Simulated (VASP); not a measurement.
TiAl: single point with LDA

The system is TiAl.

```
CELL_PARAMETERS angstrom
3.29591 0.00000 0.00000
0.00000 3.46774 0.00000
0.00000 0.00000 3.12409
ATOMIC_POSITIONS crystal
Ti 0.00000 0.00000 0.00000
Al 0.50000 0.50000 0.50000
```

This cell differs from its parent crystal: normal strain along x +0.0550, normal strain along y +0.1100.

| Item | Value |
| --- | --- |
| Program | VASP 6.6.1 |
| Task | single point |
| Functional | LDA |
| Potentials or basis | VASP PAW LDA potentials, release 64 (Ti_sv, Al) |
| Cutoff | 520 eV |
| k mesh | 14 × 14 × 14 |
| Occupations | gaussian, width 0.15 eV |
| Spin | no spin polarisation |
| Dipole correction | no |
| Further INCAR settings | ALGO = Fast; EDIFF = 1e-06; NBANDS = 14 |

| Quantity | Value |
| --- | --- |
| Pressure | -14.1 GPa |
| Band gap on the k mesh | zero (an odd number of electrons rules out a gap without spin polarisation) |

Stress tensor (GPa, compression positive):
```
-15.71   0.00   0.00
  0.00 -10.78   0.00
  0.00   0.00 -15.93
```

Levels at points of the mesh, in eV from the Fermi level:
| k point | band 5 | band 6 | band 7 | band 8 | band 9 | band 10 | band 11 | band 12 |
| --- | --- | --- | --- | --- | --- | --- | --- | --- |
| (0.00, 0.00, 0.00) | -8.68 | -1.24 | -1.07 | 1.36 | 1.64 | 1.81 | 2.78 | 3.98 |
| (0.50, 0.00, 0.00) | -5.77 | -4.76 | -0.43 | -0.38 | 0.67 | 1.80 | 2.61 | 6.29 |
| (0.00, 0.50, 0.00) | -6.18 | -4.87 | -0.51 | 0.10 | 0.66 | 1.91 | 2.11 | 6.57 |
| (0.50, 0.50, 0.00) | -5.01 | -2.25 | -2.01 | -1.39 | 0.98 | 1.06 | 2.17 | 3.70 |
| (0.00, 0.00, 0.50) | -5.27 | -4.62 | -0.33 | -0.28 | 0.16 | 1.62 | 3.14 | 6.50 |
| (0.50, 0.00, 0.50) | -4.34 | -1.80 | -1.51 | -1.12 | 0.28 | 0.40 | 2.59 | 4.02 |
| (0.00, 0.50, 0.50) | -4.63 | -2.14 | -1.61 | -1.23 | 0.56 | 0.75 | 2.28 | 3.98 |
| (0.50, 0.50, 0.50) | -2.71 | -2.68 | -2.67 | 0.11 | 2.26 | 2.67 | 2.67 | 2.82 |

Run time: 4.3 min on 1 thread of Intel(R) Xeon(R) Platinum 8488C (Sapphire Rapids) (shared host), peak memory 0.36 GiB.

Caveat: the cell differs from its parent crystal (normal strain along x +0.0550, normal strain along y +0.1100); the stress differs along the axes, from -16 to -11 GPa.
